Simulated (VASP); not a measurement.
A run of VASP 6.6.1:

Contents of INCAR:

```
SYSTEM = Al3Ga13P16
  PREC = Accurate
  ENCUT = 500
  EDIFF = 1E-6
  ISMEAR = -1
  SIGMA = 0.05
  LREAL = Auto
  LASPH = .TRUE.
  NELM = 120
  ALGO = Normal
  ISIF = 2
  LWAVE = .FALSE.
  LCHARG = .FALSE.
  GGA = PS
  ISYM = -1
  NBANDS = 296
  GGA_COMPAT = .FALSE.
```

KPOINTS

```
explicit points
1
Reciprocal
  0.25000000   0.25000000   0.25000000 1
```

POSCAR

```
Al3Ga13P16
1.0
   10.8913444946      0.0000000000      0.0000000000
    0.0000000000     10.8913444946      0.0000000000
    0.0000000000      0.0000000000     10.8913444946
Ga Al P
26 6 32
Direct
    0.9993770000      0.9998600000      0.9998390000
    0.9997310000      0.9994430000      0.5004380000
    0.9996530000      0.5000640000      0.0001090000
    0.9999000000      0.5006550000      0.4999860000
    0.5001700000      0.0001280000      0.9999130000
    0.4999740000      0.0002220000      0.5001100000
    0.2500990000      0.2503860000      0.9998150000
    0.2499410000      0.2500890000      0.5000500000
    0.2497220000      0.7503460000      0.5003520000
    0.7495180000      0.2499610000      0.0000950000
    0.7496640000      0.2500690000      0.5000930000
    0.7500290000      0.7503080000      0.0001750000
    0.7498320000      0.7503660000      0.5000160000
    0.2499610000      0.0004040000      0.7499270000
    0.2494460000      0.5003170000      0.2503720000
    0.2495280000      0.5001560000      0.7499080000
    0.7497140000      0.0000270000      0.2502550000
    0.7494900000      0.9999000000      0.7501720000
    0.7498990000      0.5003640000      0.2499310000
    0.7498200000      0.5006630000      0.7500590000
    0.9993060000      0.7498120000      0.2505270000
    0.9994440000      0.7501810000      0.7498250000
    0.5000210000      0.2496310000      0.2501580000
    0.4999730000      0.2498050000      0.7499360000
    0.5003280000      0.7502170000      0.2502340000
    0.5000240000      0.7504390000      0.7497280000
    0.4995690000      0.4994980000      0.9998070000
    0.4992560000      0.4997270000      0.4996470000
    0.2493410000      0.7498820000      0.9995150000
    0.2497580000      0.9997400000      0.2495310000
    0.9993880000      0.2498860000      0.2497980000
    0.9992540000      0.2499110000      0.7496860000
    0.1247840000      0.1252720000      0.1241890000
    0.1248770000      0.1248830000      0.6245950000
    0.1241510000      0.6248490000      0.1253490000
    0.1246150000      0.6251660000      0.6250560000
    0.6246890000      0.1248410000      0.1249240000
    0.6246470000      0.1249170000      0.6249630000
    0.6247260000      0.6250990000      0.1249490000
    0.6245870000      0.6251960000      0.6247150000
    0.3744830000      0.3747400000      0.1257200000
    0.3743120000      0.3746690000      0.6254060000
    0.3753000000      0.8746830000      0.1246950000
    0.3748460000      0.8752570000      0.6249680000
    0.8743110000      0.3753760000      0.1247260000
    0.8744220000      0.3758020000      0.6245970000
    0.8747700000      0.8750050000      0.1252040000
    0.8743330000      0.8748620000      0.6251270000
    0.3747660000      0.1249200000      0.3750780000
    0.3749600000      0.1250430000      0.8749770000
    0.3743830000      0.6256680000      0.3747520000
    0.3748890000      0.6251490000      0.8742840000
    0.8745770000      0.1245050000      0.3756710000
    0.8742030000      0.1246760000      0.8753880000
    0.8744030000      0.6250180000      0.3750670000
    0.8748310000      0.6251500000      0.8750450000
    0.1246190000      0.3750960000      0.3752270000
    0.1246300000      0.3751040000      0.8748780000
    0.1243810000      0.8746940000      0.3752550000
    0.1242290000      0.8755270000      0.8744860000
    0.6250230000      0.3747870000      0.3745970000
    0.6251640000      0.3746610000      0.8745930000
    0.6246840000      0.8750550000      0.3749940000
    0.6246440000      0.8749260000      0.8748830000
```

Potentials or basis: VASP PAW PBE potentials, release 64 (Ga_d, Al, P).

The run is started by

```console
$ cat potpaw_PBE.64/Ga_d/POTCAR potpaw_PBE.64/Al/POTCAR potpaw_PBE.64/P/POTCAR > POTCAR
$ mpirun -np 1 vasp_std > vasp.out
```

Hardware: 1 thread of AMD EPYC 7R13 Processor (Zen 3), on a shared host.

Estimate the wall time of this run.

Run time: 12 min on 1 thread of AMD EPYC 7R13 Processor (Zen 3), with other jobs on the host, peak memory 1.1 GiB. Counts: scf iterations 17, k points 1.
